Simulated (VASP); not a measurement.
As:

```
As
1.0
    -1.68099    1.68099    1.68099
     1.68099   -1.68099    1.68099
     1.68099    1.68099   -1.68099
As
1
Direct
  0.00000 0.00000 0.00000
```

This isn't the form of As at room conditions, which is rhombohedral.

* Program: VASP 6.6.1
* Task: relaxation of cell and atoms
* Functional: LDA
* Potentials or basis: VASP PAW LDA potentials, release 64 (As)
* Cutoff: 500 eV
* k mesh: 18 × 18 × 18
* Occupations: fermi-dirac, width 0.08 eV
* Spin: no spin polarisation

At the start: pressure -5.1 GPa; volume 19.00 Å³/atom.

Task: Where does the relaxation end?

Result: Over 3 steps the energy falls by 18.1 meV/atom and the volume is 17.92 Å³/atom (-5.7 %); space group Im-3m (No. 229, to 0.1 Å) before and after.

The path:
```csv
step,energy change (eV),largest force (eV/Å),pressure (GPa),volume (Å³)
1,0.0000,0.0000,-5.11,19.00
2,-0.0127,0.0000,3.27,17.38
3,-0.0181,0.0000,0.00,17.92
```

Final structure:
```yaml
crystal:
  lattice:
    - [-1.64866, 1.64866, 1.64866]
    - [1.64866, -1.64866, 1.64866]
    - [1.64866, 1.64866, -1.64866]
  atoms:
    - { symbol: As, position: [0.00000, 0.00000, 0.00000] }
```
